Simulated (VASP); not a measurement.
# Be (Cmce) in VASP: further runs

The runs below take Be through single point, with PBEsol.

Everything below comes from runs of VASP 6.6.1. Logs are shortened: lines on timing, memory, paths and dates and some standing lists are left out, and cuts for length are marked.

## (1) The cell of the first run

The structure is orthorhombic, space group Cmce (No. 64). Conventional cell: a = 5.067 Å, b = 5.370 Å, c = 5.128 Å, α = 90.00°, β = 90.00°, γ = 90.00°. Within 3.4 Å of Be (site symmetry m) lie 9 Be at 2.59 to 3.37 Å.

## (2) Single point, PBEsol (Ca replaced by Be, lengths x 0.727, strained)

INCAR reads:

```
SYSTEM = Be
ALGO = Normal
EDIFF = 1E-7
ENCUT = 520
GGA = PS
ISIF = 2
ISMEAR = 0
LASPH = .True.
LCHARG = .False.
LREAL = .False.
LWAVE = .False.
NBANDS = 12
NELM = 100
PREC = Accurate
SIGMA = 0.1
```

KPOINTS reads:

```
k-points
0
Gamma
  6 6 4
  0 0 0
```

POSCAR reads:

```
Be
1.0
    2.5336568174     -2.6847601120      0.0000000000
    2.5336568174      2.6847601120      0.0000000000
    0.0000000000      0.0000000000      5.1281777884
Be
4
Direct
    0.1617894600      0.8382105400      0.1965141100
    0.8382105400      0.1617894600      0.8034858900
    0.3382105400      0.6617894600      0.6965141100
    0.6617894600      0.3382105400      0.3034858900
```

Potentials or basis: VASP PAW PBE potentials, release 64 (Be).

Started as:

```
> cat potpaw_PBE.64/Be/POTCAR > POTCAR
> mpirun -np 1 vasp_std > vasp.out
```

OUTCAR:

```text
SYSTEM = Be
   EDIFF = 1E-7
   ENCUT = 520
   GGA = PS
   ISIF = 2
   ISMEAR = 0
   LASPH = .True.
   LREAL = .False.
   NELM = 100
   PREC = Accurate

 ion  position               nearest neighbor table
   1  0.162  0.838  0.197-
   2  0.838  0.162  0.803-
   3  0.338  0.662  0.697-
   4  0.662  0.338  0.303-

  LATTYP: Found a base centered orthorhombic cell.
 ALAT       =     5.0673136348
 B/A-ratio  =     1.0596384220
 C/A-ratio  =     1.0120111282

  Lattice vectors:

 A1 = (   2.5336568174,  -2.6847601120,   0.0000000000)
 A2 = (   2.5336568174,   2.6847601120,   0.0000000000)
 A3 = (   0.0000000000,   0.0000000000,   5.1281777884)

Analysis of symmetry for initial positions (statically):
=====================================================================
 Subroutine PRICEL returns:
 Original cell was already a primitive cell.

 Routine SETGRP: Setting up the symmetry group for a
 base centered orthorhombic supercell.

 Subroutine GETGRP returns: Found  8 space group operations
 (whereof  4 operations were pure point group operations)
 out of a pool of  8 trial point group operations.

The static configuration has the point symmetry C_2h.
 The point group associated with its full space group is D_2h.

Analysis of symmetry for dynamics (positions and initial velocities):
=====================================================================
 Subroutine PRICEL returns:
 Original cell was already a primitive cell.

 Routine SETGRP: Setting up the symmetry group for a
 base centered orthorhombic supercell.

 Subroutine GETGRP returns: Found  8 space group operations
 (whereof  4 operations were pure point group operations)
 out of a pool of  8 trial point group operations.

The dynamic configuration has the point symmetry C_2h.
 The point group associated with its full space group is D_2h.

 Subroutine INISYM returns: Found  8 space group operations
 (whereof  4 operations are pure point group operations),
 and found     1 'primitive' translations

----------------------------------------------------------------------------------------

                                     Primitive cell

  volume of cell :      69.7664

  direct lattice vectors                    reciprocal lattice vectors
     2.533656817 -2.684760112  0.000000000     0.197343222 -0.186236378  0.000000000
     2.533656817  2.684760112  0.000000000     0.197343222  0.186236378  0.000000000
     0.000000000  0.000000000  5.128177788     0.000000000  0.000000000  0.195001040

  length of vectors
     3.691524580  3.691524580  5.128177788     0.271345418  0.271345418  0.195001040

  position of ions in fractional coordinates (direct lattice)
     0.161789460  0.838210540  0.196514110
     0.838210540  0.161789460  0.803485890
     0.338210540  0.661789460  0.696514110
     0.661789460  0.338210540  0.303485890

  ion indices of the primitive-cell ions
   primitive index   ion index
                 1           1
                 2           2
                 3           3
                 4           4

----------------------------------------------------------------------------------------

 KPOINTS: k-points

Automatic generation of k-mesh.
 Grid dimensions read from file:
 generate k-points for:    6    6    4

 Generating k-lattice:

  Cartesian coordinates                     Fractional coordinates (reciprocal lattice)
     0.032890537 -0.031039396  0.000000000     0.166666667  0.000000000  0.000000000
     0.032890537  0.031039396  0.000000000     0.000000000  0.166666667  0.000000000
     0.000000000  0.000000000  0.048750260     0.000000000  0.000000000  0.250000000

  Length of vectors
     0.045224236  0.045224236  0.048750260

  Shift w.r.t. Gamma in fractional coordinates (k-lattice)
     0.000000000  0.000000000  0.000000000

 Subroutine IBZKPT returns following result:
 ===========================================

 Found     39 irreducible k-points:

 Following reciprocal coordinates:
            Coordinates               Weight
  0.000000  0.000000  0.000000      1.000000
  0.166667 -0.000000  0.000000      4.000000
  0.333333 -0.000000  0.000000      4.000000
  0.500000 -0.000000  0.000000      2.000000
  0.166667  0.166667  0.000000      2.000000
  0.333333  0.166667  0.000000      4.000000
[... 16 lines left out ...]
  0.333333  0.333333  0.250000      4.000000
  0.500000  0.333333  0.250000      8.000000
 [... further k-points ...]
   k-points           NKPTS =     39   k-points in BZ     NKDIM =     39   number of bands    NBANDS=     12
   number of dos      NEDOS =    301   number of ions     NIONS =      4
   total plane-waves  NPLWV =  31360
   dimension x,y,z NGX =    28 NGY =   28 NGZ =   40
   dimension x,y,z NGXF=    56 NGYF=   56 NGZF=   80
   ions per type =               4
   NGX,Y,Z   is equivalent  to a cutoff of  12.61, 12.61, 12.97 a.u.
   NGXF,Y,Z  is equivalent  to a cutoff of  25.22, 25.22, 25.93 a.u.
 SYSTEM =  Be
   PREC   = accura    normal or accurate (medium, high low for compatibility)
   ISTART =      0    job   : 0-new  1-cont  2-samecut
   ICHARG =      2    charge: 1-file 2-atom 10-const
   ISPIN  =      1    spin polarized calculation?
   LNONCOLLINEAR =      F non collinear calculations
   LSORBIT =      F    spin-orbit coupling
   LASPH  =      T    aspherical Exc in radial PAW
   ENCUT  =  520.0 eV  38.22 Ry    6.18 a.u.   6.86  6.86  9.54*2*pi/ulx,y,z
   NELM   =    100;   NELMIN=  2; NELMDL= -5     # of ELM steps
   EDIFF  = 0.1E-06   stopping-criterion for ELM
   LREAL  =      F    real-space projection
   EDIFFG = 0.1E-05   stopping-criterion for IOM
   NSW    =      0    number of steps for IOM
   IBRION =     -1    ionic relax: 0-MD 1-quasi-New 2-CG
   NFREE  =      0    steps in history (QN), initial steepest desc. (CG)
   ISIF   =      2    stress and relaxation
   ISYM   =      2    0-nonsym 1-usesym 2-fastsym
   POTIM  = 0.5000    time-step for ionic-motion
   TEBEG  =    0.0;   TEEND  =   0.0 temperature during run
   PSTRESS=    0.0 pullay stress
   NELECT =       8.0000    total number of electrons
   NUPDOWN=      -1.0000    fix difference up-down
   EMIN   =  10.00;   EMAX   =-10.00  energy-range for DOS
   EFERMI =   0.00;   METHOD = LEGACY
   ISMEAR =     0;   SIGMA  =   0.10  broadening in eV -4-tet -1-fermi 0-gaus
   EFERMI_NEDOS =   21; number of points for ismear=-14 and -15
   IALGO  =     38    algorithm
   IMIX   =      4    mixing-type and parameters
     AMIX     =   0.40;   BMIX     =  1.00
     AMIX_MAG =   1.60;   BMIX_MAG =  1.00
  volume/ion in A,a.u.               =      17.44       117.70
  Fermi-wavevector in a.u.,A,eV,Ry     =   0.795346  1.502986  8.606707  0.632575
  Thomas-Fermi vector in A             =   1.901656
   LORBIT       =      0    0 simple, 1 ext, 2 COOP (PROOUT), +10 PAW based schemes
   GGA     = PS    functional components
   LHFCALC =     F    Hartree Fock is set to
   AEXX    =    0.0000 exact exchange contribution
   IVDW    =     0    specifies the selected vdW correction
   LEPSILON=     F    determine dielectric tensor
   LRPA    =     F    only Hartree local field effects (RPA)
 non-spin polarized calculation
 Gauss-broadening in eV      SIGMA  =   0.10
  energy-cutoff  :      520.00
  volume of cell :       69.77
 maximum number of plane-waves:      1898
   NGX = 13   NGY = 13   NGZ = 19

 number of electron       8.0000000 magnetization

 Free energy of the ion-electron system (eV)
  ---------------------------------------------------
  ext. energy  EPLUGINS =         0.00000000
  ---------------------------------------------------
  free energy    TOTEN  =       -10.12406320 eV

  energy without entropy =      -10.11811700  energy(sigma->0) =      -10.12109010

 E-fermi :   1.5811     XC(G=0):  -8.2539

 val. band max:        1.5596101376   @ k =   0.5000   0.5000   0.2500
 cond. band min:       1.6301353554   @ k =   0.5000   0.3333   0.2500
 fundamental gap:      0.0705252177
 Fermi energy:         1.5811295732

 k-point     1 :       0.0000    0.0000    0.0000
  band No.  band energies     occupation
      1      -5.4759      2.00000
      2      -0.9482      2.00000
      3      -0.4540      2.00000
      4       2.6855      0.00000
      5       2.9489      0.00000
      6       3.6114      0.00000
      7       3.9483      0.00000
      8       6.8448      0.00000
      9       7.6835      0.00000
     10       8.0153      0.00000
     11       9.0987      0.00000
     12       9.8653      0.00000

 k-point     2 :       0.1667   -0.0000    0.0000
  band No.  band energies     occupation
      1      -5.2164      2.00000
      2      -0.6930      2.00000
      3      -0.2432      2.00000
      4       0.8662      2.00000
      5       3.0820      0.00000
      6       4.0536      0.00000
      7       4.3471      0.00000
      8       5.5390      0.00000
      9       7.7941      0.00000
     10       8.0903      0.00000
     11       9.4817      0.00000
     12       9.5035      0.00000

 k-point     3 :       0.3333   -0.0000    0.0000
  band No.  band energies     occupation
      1      -4.4393      2.00000
      2      -1.3840      2.00000
      3       0.1277      2.00000
      4       0.3605      2.00000
      5       3.1547      0.00000
      6       3.5720      0.00000
      7       3.8576      0.00000
      8       4.8933      0.00000
      9       6.6253      0.00000
     10       7.9989      0.00000
     11       8.7982      0.00000
     12       9.7787      0.00000
[... 286 lines left out ...]
 k-point    23 :       0.3333    0.3333    0.2500
  band No.  band energies     occupation
      1      -2.9927      2.00000
      2      -0.7415      2.00000
      3      -0.3243      2.00000
      4      -0.2471      2.00000
      5       1.9024      0.00001
      6       2.2401      0.00000
      7       3.5085      0.00000
      8       3.8064      0.00000
      9       6.2117      0.00000
     10       6.8789      0.00000
     11       7.0810      0.00000
     12      10.5863      0.00000

 k-point    24 :       0.5000    0.3333    0.2500
  band No.  band energies     occupation
      1      -2.0173      2.00000
      2      -1.6661      2.00000
      3       0.0701      2.00000
      4       0.6055      2.00000
      5       1.2478      2.00000
      6       1.6301      0.48828
      7       3.1747      0.00000
      8       3.3324      0.00000
      9       5.3489      0.00000
     10       6.3946      0.00000
     11       7.8174      0.00000
     12       9.3290      0.00000

 [... further k-points ...]
[... 5 lines left out ...]
  --------------------------------------------------------------------------------------
  -------------------------------------------------------------------------------------
  Total       -6.4849354     -9.6576341     -9.1635975      0.0000000     -0.0000000      0.0000000
  in kB     -148.9257830   -221.7864361   -210.4409454      0.0000000     -0.0000000      0.0000000
  external PRESSURE =    -193.7177215 kB  Pullay stress =       0.0000000 kB

 VOLUME and BASIS-vectors are now :
 -----------------------------------------------------------------------------
  energy-cutoff  :      520.00
  volume of cell :       69.77
      direct lattice vectors                 reciprocal lattice vectors
     2.533656817 -2.684760112  0.000000000     0.197343222 -0.186236378  0.000000000
     2.533656817  2.684760112  0.000000000     0.197343222  0.186236378  0.000000000
     0.000000000  0.000000000  5.128177788     0.000000000  0.000000000  0.195001040

 POSITION                                       TOTAL-FORCE (eV/Angst)
 -----------------------------------------------------------------------------------
      2.53366      1.81603      1.00776         0.000000     -0.053090     -0.400527
      2.53366     -1.81603      4.12042         0.000000      0.053090      0.400527
      2.53366      0.86873      3.57185         0.000000      0.053090     -0.400527
      2.53366     -0.86873      1.55633         0.000000     -0.053090      0.400527
 -----------------------------------------------------------------------------------
    total drift:                                0.000000     -0.000000      0.000000

  FREE ENERGIE OF THE ION-ELECTRON SYSTEM (eV)
  ---------------------------------------------------
  free  energy   TOTEN  =       -10.1240631956 eV

  energy  without entropy=      -10.1181170046  energy(sigma->0) =      -10.12109010
```

It took 12 s on 1 thread of Intel Xeon 6975P-C (Granite Rapids), shared host; peak memory 0.17 GiB.

Results:

* Free energy: -10.1241 eV
* Pressure: -19.4 GPa
* Largest force: 0.404 eV/Å
* Band gap on the k mesh: zero (band 4 reaches 3.13 eV, above the bottom of band 5 at 0.57 eV)

Forces on the atoms (eV/Å):
```
Be   0.000 -0.053 -0.401
Be   0.000  0.053  0.401
Be   0.000  0.053 -0.401
Be   0.000 -0.053  0.401
```

Caveat: the cell differs from its parent crystal (Ca replaced by Be, lengths x 0.727, strained); the PAW data sets were made with another functional, which shifts forces and pressure a little.

[end of part 1 of 2]
